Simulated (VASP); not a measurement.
# W (Im-3m) in VASP: single point with r2SCAN

Aim: the single point of W with r2SCAN.

Everything below comes from runs of VASP 6.6.1. Logs are shortened: lines on timing, memory, paths and dates and some standing lists are left out, and cuts for length are marked.

## 1. The cell of the first run

It takes space group Im-3m (No. 229, cubic). Conventional cell: a = 3.170 Å, b = 3.170 Å, c = 3.170 Å, α = 90.00°, β = 90.00°, γ = 90.00°. W (site symmetry m-3m) has 14 W at 2.74 to 3.17 Å within 3.6 Å.

## 2. Single point, r2SCAN

POSCAR reads:

```
W
1.0
   -1.5848038465      1.5848038465      1.5848038465
    1.5848038465     -1.5848038465      1.5848038465
    1.5848038465      1.5848038465     -1.5848038465
W
1
Direct
    0.0000000000      0.0000000000      0.0000000000
```

INCAR.step1 reads:

```
SYSTEM = W
PREC     = Accurate       ! precision mode
ENCUT    = 520            ! plane-wave cutoff, eV
ISMEAR   = -1             ! smearing method
SIGMA    = 0.1            ! smearing width, eV
LREAL    = .False.        ! projectors in reciprocal space
LASPH    = .True.         ! aspherical terms in the spheres
NELM     = 60             ! most SCF steps
NBANDS   = 13             ! bands
GGA      = PE             ! functional
ALGO     = Normal         ! electronic algorithm
EDIFF    = 1E-4           ! SCF threshold, eV
LWAVE    = .True.         ! write WAVECAR
LCHARG   = .False.        ! write CHGCAR
```

INCAR.step2 reads:

```
SYSTEM = W
PREC     = Accurate       ! precision mode
ENCUT    = 520            ! plane-wave cutoff, eV
EDIFF    = 1E-6           ! SCF threshold, eV
ISMEAR   = -1             ! smearing method
SIGMA    = 0.1            ! smearing width, eV
LREAL    = .False.        ! projectors in reciprocal space
LASPH    = .True.         ! aspherical terms in the spheres
NELM     = 60             ! most SCF steps
ALGO     = Normal         ! electronic algorithm
ISIF     = 2              ! what is computed and relaxed
LWAVE    = .False.        ! write WAVECAR
LCHARG   = .True.         ! write CHGCAR
METAGGA  = R2SCAN         ! meta-GGA
LMIXTAU  = .True.       
LELF     = .True.         ! ELF
LVHAR    = .True.       
NBANDS   = 13             ! bands
ISTART   = 1
```

KPOINTS reads:

```
regular mesh
0
Gamma
  23 23 23
  0 0 0
```

Potentials or basis: VASP PAW PBE potentials, release 64 (W_sv).

Started as:

```
$ cat potpaw_PBE.64/W_sv/POTCAR > POTCAR
$ cp INCAR.step1 INCAR
$ mpirun -np 1 vasp_std > vasp.out
$ cp INCAR.step2 INCAR
$ mpirun -np 1 vasp_std > vasp.out
```

OUTCAR:

```text
SYSTEM = W
   PREC = Accurate
   ENCUT = 520
   EDIFF = 1E-6
   ISMEAR = -1
   LREAL = .False.
   LASPH = .True.
   NELM = 60
   ISIF = 2
   METAGGA = R2SCAN
   ISTART = 1

 ion  position               nearest neighbor table
   1  0.000  0.000  0.000-

  LATTYP: Found a body centered cubic cell.
 ALAT       =     3.1696076930

  Lattice vectors:

 A1 = (  -1.5848038465,   1.5848038465,   1.5848038465)
 A2 = (   1.5848038465,  -1.5848038465,   1.5848038465)
 A3 = (   1.5848038465,   1.5848038465,  -1.5848038465)

Analysis of symmetry for initial positions (statically):
=====================================================================
 Subroutine PRICEL returns:
 Original cell was already a primitive cell.

 Routine SETGRP: Setting up the symmetry group for a
 body centered cubic supercell.

 Subroutine GETGRP returns: Found 48 space group operations
 (whereof 48 operations were pure point group operations)
 out of a pool of 48 trial point group operations.

The static configuration has the point symmetry O_h .

Analysis of symmetry for dynamics (positions and initial velocities):
=====================================================================
 Subroutine PRICEL returns:
 Original cell was already a primitive cell.

 Routine SETGRP: Setting up the symmetry group for a
 body centered cubic supercell.

 Subroutine GETGRP returns: Found 48 space group operations
 (whereof 48 operations were pure point group operations)
 out of a pool of 48 trial point group operations.

The dynamic configuration has the point symmetry O_h .

 Subroutine INISYM returns: Found 48 space group operations
 (whereof 48 operations are pure point group operations),
 and found     1 'primitive' translations

----------------------------------------------------------------------------------------

                                     Primitive cell

  volume of cell :      15.9216

  direct lattice vectors                    reciprocal lattice vectors
    -1.584803847  1.584803847  1.584803847     0.000000000  0.315496458  0.315496458
     1.584803847 -1.584803847  1.584803847     0.315496458  0.000000000  0.315496458
     1.584803847  1.584803847 -1.584803847     0.315496458  0.315496458  0.000000000

  length of vectors
     2.744960782  2.744960782  2.744960782     0.446179370  0.446179370  0.446179370

  position of ions in fractional coordinates (direct lattice)
[... 82 lines left out ...]
   NFREE  =      0    steps in history (QN), initial steepest desc. (CG)
   ISIF   =      2    stress and relaxation
   ISYM   =      2    0-nonsym 1-usesym 2-fastsym
   POTIM  = 0.5000    time-step for ionic-motion
   TEBEG  =    0.0;   TEEND  =   0.0 temperature during run
   PSTRESS=    0.0 pullay stress
   NELECT =      14.0000    total number of electrons
   NUPDOWN=      -1.0000    fix difference up-down
   EMIN   =  10.00;   EMAX   =-10.00  energy-range for DOS
   EFERMI =   0.00;   METHOD = LEGACY
   ISMEAR =    -1;   SIGMA  =   0.10  broadening in eV -4-tet -1-fermi 0-gaus
   EFERMI_NEDOS =   21; number of points for ismear=-14 and -15
   IALGO  =     38    algorithm
   IMIX   =      4    mixing-type and parameters
     AMIX     =   0.40;   BMIX     =  1.00
     AMIX_MAG =   1.60;   BMIX_MAG =  1.00
  volume/ion in A,a.u.               =      15.92       107.44
  Fermi-wavevector in a.u.,A,eV,Ry     =   1.568395  2.963836 33.468448  2.459862
  Thomas-Fermi vector in A             =   2.670432
   LORBIT       =      0    0 simple, 1 ext, 2 COOP (PROOUT), +10 PAW based schemes
   METAGGA = R2SCAN    functional components
   LHFCALC =     F    Hartree Fock is set to
   AEXX    =    0.0000 exact exchange contribution
   IVDW    =     0    specifies the selected vdW correction
   LEPSILON=     F    determine dielectric tensor
   LRPA    =     F    only Hartree local field effects (RPA)
 non-spin polarized calculation
  energy-cutoff  :      520.00
  volume of cell :       15.92
 maximum number of plane-waves:       444
   NGX = 11   NGY = 11   NGZ = 11

 number of electron      14.0000003 magnetization

 Free energy of the ion-electron system (eV)
  ---------------------------------------------------
  ext. energy  EPLUGINS =         0.00000000
  ---------------------------------------------------
  free energy    TOTEN  =       -51.36045944 eV

  energy without entropy =      -51.34826921  energy(sigma->0) =      -51.35436433

 E-fermi :  11.2125     XC(G=0): -14.9310

 val. band max:       11.1741818906   @ k =  -0.1739   0.1739   0.1304
 cond. band min:      11.2257701570   @ k =  -0.2609   0.3478   0.1739
 fundamental gap:      0.0515882663
 Fermi energy:        11.2125418392

 k-point     1 :       0.0000    0.0000    0.0000
  band No.  band energies     occupation
      1     -64.8936      2.00000
      2     -27.7602      2.00000
      3     -27.7602      2.00000
      4     -27.7602      2.00000
      5       1.1220      2.00000
      6       9.9513      1.99999
      7       9.9513      1.99999
      8       9.9513      1.99999
      9      13.7793      0.00000
     10      13.7793      0.00000
     11      26.4754      0.00000
     12      26.4754      0.00000
     13      26.4754      0.00000
[... 354 lines left out ...]
  band No.  band energies     occupation
      1     -64.8631      2.00000
      2     -28.0603      2.00000
      3     -27.8294      2.00000
      4     -27.7862      2.00000
      5       2.2038      2.00000
      6       9.4265      2.00000
      7       9.5574      2.00000
      8      11.0901      1.54585
      9      12.9643      0.00000
     10      13.8962      0.00000
     11      27.3165      0.00000
     12      28.1991      0.00000
     13      28.5409      0.00000

 [... further k-points ...]

------------------------ aborting loop because EDIFF is reached ----------------------------------------

  FORCE on cell =-STRESS in cart. coord.  units (eV):
  Direction    XX          YY          ZZ          XY          YZ          ZX
  --------------------------------------------------------------------------------------
  -------------------------------------------------------------------------------------
  Total        0.0911821      0.0911821      0.0911821     -0.0000000     -0.0000000      0.0000000
  in kB        9.1755823      9.1755823      9.1755823     -0.0000000     -0.0000000      0.0000000
  external PRESSURE =       9.1755823 kB  Pullay stress =       0.0000000 kB

 VOLUME and BASIS-vectors are now :
 -----------------------------------------------------------------------------
  energy-cutoff  :      520.00
  volume of cell :       15.92
      direct lattice vectors                 reciprocal lattice vectors
    -1.584803847  1.584803847  1.584803847     0.000000000  0.315496458  0.315496458
     1.584803847 -1.584803847  1.584803847     0.315496458  0.000000000  0.315496458
     1.584803847  1.584803847 -1.584803847     0.315496458  0.315496458  0.000000000

 POSITION                                       TOTAL-FORCE (eV/Angst)
 -----------------------------------------------------------------------------------
      0.00000      0.00000      0.00000         0.000000      0.000000     -0.000000
 -----------------------------------------------------------------------------------
    total drift:                                0.000000     -0.000000     -0.000000

  FREE ENERGIE OF THE ION-ELECTRON SYSTEM (eV)
  ---------------------------------------------------
  free  energy   TOTEN  =       -51.3604594386 eV

  energy  without entropy=      -51.3482692144  energy(sigma->0) =      -51.35436433
```

Wall time 4.2 min (1 thread of Intel Xeon 8259CL, shared host); peak memory 0.19 GiB.

What came out:

| Property | Result |
| --- | --- |
| Free energy | -51.3605 eV |
| Pressure | 0.9 GPa |
| Band gap on the k mesh | zero (band 7 reaches 16.28 eV, above the bottom of band 8 at 9.95 eV) |

Caveat: the PAW data sets were made with another functional, which shifts forces and pressure a little; spin-orbit coupling is left out, which moves the levels of the heavy elements.
